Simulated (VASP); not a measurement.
# Si (P6/mmm) in VASP: elastic constants with PBE+D4

Aim: the elastic constants of Si with PBE+D4.

Program: VASP 6.6.1. These are calculated values, not measurements. Logs are shortened: lines on timing, memory, paths and dates and some standing lists are left out, and cuts for length are marked.

## Step 1: The cell of the first run

The structure is hexagonal, space group P6/mmm (No. 191). The conventional cell has a = 2.618 Å, b = 2.618 Å, c = 2.450 Å, α = 90.00°, β = 90.00°, γ = 120.00°. Si (site symmetry 6/mmm) has 8 Si at 2.45 to 2.62 Å within 3.2 Å.

## Step 2: Elastic constants, PBE+D4

INCAR

```
SYSTEM = Si
  PREC = Accurate
  ENCUT = 600
  EDIFF = 1E-8
  ISMEAR = -1
  SIGMA = 0.1
  LREAL = .False.
  LASPH = .True.
  NELM = 60
  ALGO = Normal
  ISIF = 3
  LWAVE = .False.
  LCHARG = .False.
  GGA = PE
  IVDW = 13
  NBANDS = 8
  IBRION = 6
  NFREE = 2
  POTIM = 0.015
  NSW = 1
```

KPOINTS

```
regular mesh
0
Gamma
  20 20 18
  0 0 0
```

POSCAR

```
Si
1.0
    2.6178559518      0.0000000000      0.0000000000
   -1.3089279759      2.2671297577      0.0000000000
    0.0000000000      0.0000000000      2.4497546445
Si
1
Direct
    0.0000000000      0.0000000000      0.0000000000
```

Potentials or basis: VASP PAW PBE potentials, release 64 (Si).

On the command line:

```sh
> cat potpaw_PBE.64/Si/POTCAR > POTCAR
> mpirun -np 1 vasp_std > vasp.out
```

OUTCAR:

```text
SYSTEM = Si
   PREC = Accurate
   ENCUT = 600
   EDIFF = 1E-8
   ISMEAR = -1
   LREAL = .False.
   LASPH = .True.
   NELM = 60
   ISIF = 3
   GGA = PE
   IVDW = 13
   IBRION = 6
   NFREE = 2
   POTIM = 0.015
   NSW = 1

 ion  position               nearest neighbor table
   1  0.000  0.000  0.000-

  LATTYP: Found a hexagonal cell.
 ALAT       =     2.6178559518
 C/A-ratio  =     0.9357866474

  Lattice vectors:

 A1 = (   2.6178559518,   0.0000000000,   0.0000000000)
 A2 = (  -1.3089279759,   2.2671297577,   0.0000000000)
 A3 = (   0.0000000000,   0.0000000000,   2.4497546445)

Analysis of symmetry for initial positions (statically):
=====================================================================
 Subroutine PRICEL returns:
 Original cell was already a primitive cell.

 Routine SETGRP: Setting up the symmetry group for a
 hexagonal supercell.

 Subroutine GETGRP returns: Found 24 space group operations
 (whereof 24 operations were pure point group operations)
 out of a pool of 24 trial point group operations.

The static configuration has the point symmetry D_6h.

Analysis of symmetry for dynamics (positions and initial velocities):
=====================================================================
 Subroutine PRICEL returns:
 Original cell was already a primitive cell.

 Routine SETGRP: Setting up the symmetry group for a
 hexagonal supercell.

 Subroutine GETGRP returns: Found 24 space group operations
 (whereof 24 operations were pure point group operations)
 out of a pool of 24 trial point group operations.

The dynamic configuration has the point symmetry D_6h.

 Subroutine INISYM returns: Found 24 space group operations
 (whereof 24 operations are pure point group operations),
 and found     1 'primitive' translations

[... 529 lines left out ...]
[... ionic steps 4 to 14 ...]

--------------------------------------- Ionic step       15  -------------------------------------------

 number of electron       4.0000000 magnetization

------------------------ aborting loop because EDIFF is reached ----------------------------------------
[... 73 lines left out ...]
--------------------------------------- Ionic step       17  -------------------------------------------

 number of electron       4.0000000 magnetization

 Free energy of the ion-electron system (eV)
  ---------------------------------------------------
  ext. energy  EPLUGINS =         0.00000000
  ---------------------------------------------------
  free energy    TOTEN  =        -5.11761889 eV

  energy without entropy =       -5.10676808  energy(sigma->0) =       -5.11219348

 E-fermi :   9.8220     XC(G=0): -11.1049

 val. band max:        9.8216252294   @ k =   0.0500   0.0500   0.2222
 cond. band min:       9.8450864560   @ k =   0.2500   0.0500   0.0000
 fundamental gap:      0.0234612266
 Fermi energy:         9.8220397675

 k-point     1 :       0.0000    0.0000    0.0000
  band No.  band energies     occupation
      1      -4.4084      2.00000
      2      17.3699      0.00000
      3      18.0588      0.00000
      4      20.1699      0.00000
      5      20.1699      0.00000
      6      22.0650      0.00000
      7      22.0650      0.00000
      8      27.4353      0.00000
[... 285 lines left out ...]
  FREE ENERGIE OF THE ION-ELECTRON SYSTEM (eV)
  ---------------------------------------------------
  free  energy   TOTEN  =        -5.5598065789 eV

  energy  without entropy=       -5.5489557672  energy(sigma->0) =       -5.55438117

 INTERNAL STRAIN TENSORS FROM STRAINED CELLS
 ============================================

 INTERNAL STRAIN TENSOR FOR ION    1 for displacements in x,y,z  (eV/Angst):
          X           Y           Z          XY          YZ          ZX
  --------------------------------------------------------------------------------
  x    -0.00000    -0.00000    -0.00000     0.00000     0.00000    -0.00000
  y     0.00000     0.00000     0.00000    -0.00000     0.00000     0.00000
  z     0.00000     0.00000     0.00000     0.00000     0.00000     0.00000

 INTERNAL STRAIN TENSORS FROM DISPLACED ATOMS
 ============================================

 INTERNAL STRAIN TENSOR FOR ION    1 for displacements in x,y,z  (eV/Angst):
          X           Y           Z          XY          YZ          ZX
  --------------------------------------------------------------------------------
  x     0.00000     0.00000     0.00000     0.00000     0.00000     0.00000
  y     0.00000     0.00000     0.00000     0.00000     0.00000     0.00000
  z     0.00000     0.00000     0.00000     0.00000     0.00000     0.00000

 Eigenvectors and eigenvalues of the dynamical matrix
 ----------------------------------------------------

   1 f  =    0.000000 THz     0.000000 2PiTHz    0.000000 cm-1     0.000000 meV
             X         Y         Z           dx          dy          dz
      0.000000  0.000000  0.000000     1.000000    0.000000    0.000000

   2 f  =    0.000000 THz     0.000000 2PiTHz    0.000000 cm-1     0.000000 meV
             X         Y         Z           dx          dy          dz
      0.000000  0.000000  0.000000     0.000000   -1.000000    0.000000

   3 f/i=    0.000000 THz     0.000000 2PiTHz    0.000000 cm-1     0.000000 meV
             X         Y         Z           dx          dy          dz
      0.000000  0.000000  0.000000     0.000000   -0.000000   -1.000000

--------------------------------------------------------------------------------------------------------

 ELASTIC MODULI CONTR FROM IONIC RELAXATION (kBar)
 Direction    XX          YY          ZZ          XY          YZ          ZX
 --------------------------------------------------------------------------------
 XX           0.0000      0.0000      0.0000      0.0000      0.0000      0.0000
 YY           0.0000      0.0000      0.0000      0.0000      0.0000      0.0000
 ZZ           0.0000      0.0000      0.0000      0.0000      0.0000      0.0000
 XY           0.0000      0.0000      0.0000      0.0000      0.0000      0.0000
 YZ           0.0000      0.0000      0.0000      0.0000      0.0000      0.0000
 ZX           0.0000      0.0000      0.0000      0.0000      0.0000      0.0000
 --------------------------------------------------------------------------------

 TOTAL ELASTIC MODULI (kBar)
 Direction    XX          YY          ZZ          XY          YZ          ZX
 --------------------------------------------------------------------------------
 XX        2066.9634    922.1336    369.4227      0.0000     -0.0000      0.0000
 YY         922.1336   2066.9634    369.4227      0.0000     -0.0000      0.0000
 ZZ         369.4227    369.4227   3313.0587      0.0000      0.0000      0.0000
 XY           0.0000      0.0000      0.0000    572.4149      0.0000      0.0000
 YZ           0.0000     -0.0000      0.0000      0.0000    862.7869      0.0000
 ZX           0.0000      0.0000      0.0000     -0.0000      0.0000    862.7869
 --------------------------------------------------------------------------------
```

stdout:

```text
POSCAR found type information on POSCAR Si
 POSCAR found :  1 types and       1 ions
 scaLAPACK will be used
 LDA part: xc-table for (Slater+PW92), standard interpolation
 POSCAR, INCAR and KPOINTS ok, starting setup
 FFT: planning ... GRIDC
 FFT: planning ... GRID_SOFT
 FFT: planning ... GRID
 WAVECAR not read
 entering main loop
 Found     2 degrees of freedom:
 Adding 6 more for cell shape distortion
 Finite differences POTIM= 0.01500 DOF=   8
 bond charge predicted
 Finite differences progress:
 bond charge predicted
 Finite differences progress:
 bond charge predicted
 Finite differences progress:
 bond charge predicted
 Finite differences progress:
 bond charge predicted
 Finite differences progress:
 bond charge predicted
 Finite differences progress:
 bond charge predicted
 Finite differences progress:
 bond charge predicted
 Finite differences progress:
 bond charge predicted
 Finite differences progress:
 bond charge predicted
 Finite differences progress:
 bond charge predicted
 Finite differences progress:
 bond charge predicted
 Finite differences progress:
 bond charge predicted
 Finite differences progress:
 bond charge predicted
 Finite differences progress:
 bond charge predicted
 Finite differences progress:
 bond charge predicted
 Finite differences progress:
```

Run time: 9.7 min. Hardware: 1 thread of Intel Xeon 6975P-C, shared host; peak memory 0.51 GiB.

Results:

```yaml
Voigt_bulk_modulus: 120 GPa
Dispersion_energy_per_atom: -0.442 eV
```

Elastic tensor in Voigt notation (GPa, in the Cartesian axes of the cell as first typed):
```
207  92  37   0   0   0
 92 207  37   0   0   0
 37  37 331   0   0   0
  0   0   0  86   0   0
  0   0   0   0  86   0
  0   0   0   0   0  57
```

Clamped-ion elastic tensor (GPa):
```
207  92  37   0   0   0
 92 207  37   0   0   0
 37  37 331   0   0   0
  0   0   0  86   0   0
  0   0   0   0  86   0
  0   0   0   0   0  57
```
